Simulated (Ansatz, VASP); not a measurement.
Two plane-wave programs on Ca

File INCAR:

```
SYSTEM = Ca
PREC = Accurate
ENCUT = 520
EDIFF = 1E-7
ISMEAR = -1
SIGMA = 0.1
LREAL = .FALSE.
LASPH = .TRUE.
NELM = 80
ALGO = Normal
ISIF = 2
LWAVE = .FALSE.
LCHARG = .TRUE.
GGA = PS
LELF = .TRUE.
LVHAR = .TRUE.
NBANDS = 11
```

KPOINTS

```
regular mesh
0
G
  10 10 10
  0 0 0
```

Contents of POSCAR:

```
Ca
1.0
    3.5586237469      0.0000000000      0.0000000000
    0.0000000000      3.5586237469      0.0000000000
    0.0000000000      0.0000000000      3.5586237469
Ca
1
Direct
    0.0000000000      0.0000000000      0.0000000000
```

Input for Ansatz:

```yaml
crystal:
  lattice:
    - [3.5586237469, 0.0, 0.0]
    - [0.0, 3.5586237469, 0.0]
    - [0.0, 0.0, 3.5586237469]
  atoms:
    - { symbol: Ca, position: [0.0, 0.0, 0.0] }
hamiltonian:
  xc: pbesol
  pseudopotentials:
    kind: paw
    azcp:
      Ca: "pseudopotentials/Ca.paw.azcp"
basis:
  ecutwfc: 420
  fft_grid_basis: typed
kpoints:
  mp_grid: { grid: [10, 10, 10], shift: [0, 0, 0] }
magnetization:
  spin_polarized: false
scf:
  occupations: { method: fermi_dirac, width: 0.1 }
  lower_state_search: "off"
output:
  stress: true
  write_density: true
  write_potential: true
  elf: true
  volumetric_format: npy
```

Alike in both runs: task single point; functional PBEsol; k mesh 10 × 10 × 10; occupations fermi-dirac, width 0.1 eV; no spin polarisation.

|  | VASP | Ansatz |
| --- | --- | --- |
| version | VASP 6.6.1 | Ansatz 0.2.0 |
| potentials or method | VASP PAW PBE potentials, release 64 (Ca_sv), cutoff 520 eV | plane waves (420 eV) with PAW, scalar-relativistic |
| valence electrons in the cell | 10 | 10 |

```csv
,VASP,Ansatz,Ansatz less VASP
pressure (GPa),-0.8,-0.8,0.00
```

VASP's potentials were made for PBE, not for PBEsol, and Ansatz warns of the same on its side.
